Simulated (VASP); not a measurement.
Here is a VASP 6.6.1 calculation.

POSCAR

```
Pt
1.0
    2.6919747748      0.0000000000      0.0000000000
   -1.3459873874      2.3313185413      0.0000000000
    0.0000000000      0.0000000000      4.6938729642
Pt
2
Direct
    0.6666666667      0.3333333333      0.7500000000
    0.3333333333      0.6666666667      0.2500000000
```

Contents of INCAR.step1:

```
SYSTEM = Pt
  PREC = Accurate
  ENCUT = 630
  ISMEAR = 0
  SIGMA = 0.15
  LREAL = .False.
  LASPH = .True.
  NELM = 120
  NBANDS = 25
  GGA = PE
  ALGO = Normal
  EDIFF = 1E-5
  LWAVE = .True.
  LCHARG = .False.
  GGA_COMPAT = .False.
```

File INCAR.step2:

```
SYSTEM = Pt
  PREC = Accurate
  ENCUT = 630
  EDIFF = 1E-6
  ISMEAR = 0
  SIGMA = 0.15
  LREAL = .False.
  LASPH = .True.
  NELM = 120
  ALGO = Normal
  ISIF = 2
  LWAVE = .False.
  LCHARG = .False.
  METAGGA = R2SCAN
  LMIXTAU = .True.
  NBANDS = 25
  ISTART = 1
  GGA_COMPAT = .False.
```

The input KPOINTS:

```
Automatic mesh
0
Gamma
  24 24 12
  0 0 0
```

Potentials or basis: VASP PAW PBE potentials, release 64 (Pt_sv_GW).

Command:

```bash
$ cat potpaw_PBE.64/Pt_sv_GW/POTCAR > POTCAR
$ cp INCAR.step1 INCAR
$ mpirun -np 1 vasp_std > vasp.out
$ cp INCAR.step2 INCAR
$ mpirun -np 1 vasp_std > vasp.out
```

**Question.** What does it give for the pressure?

**Answer.** 13.0 GPa.

**Question.** Estimate the band gap on the k mesh.

**Answer.** Zero (bands 18 and 19 overlap by 1.58 eV).

Stress tensor (GPa, compression positive):
```
13.96  0.00  0.00
 0.00 13.96  0.00
 0.00  0.00 11.03
```

Caveat: the cell differs from its parent crystal (strain -0.015 along x and y, -0.015 along z); the cell stands under pressure; the PAW data sets were made with another functional, which shifts forces and pressure a little; spin-orbit coupling is left out, which moves the levels of the heavy elements.
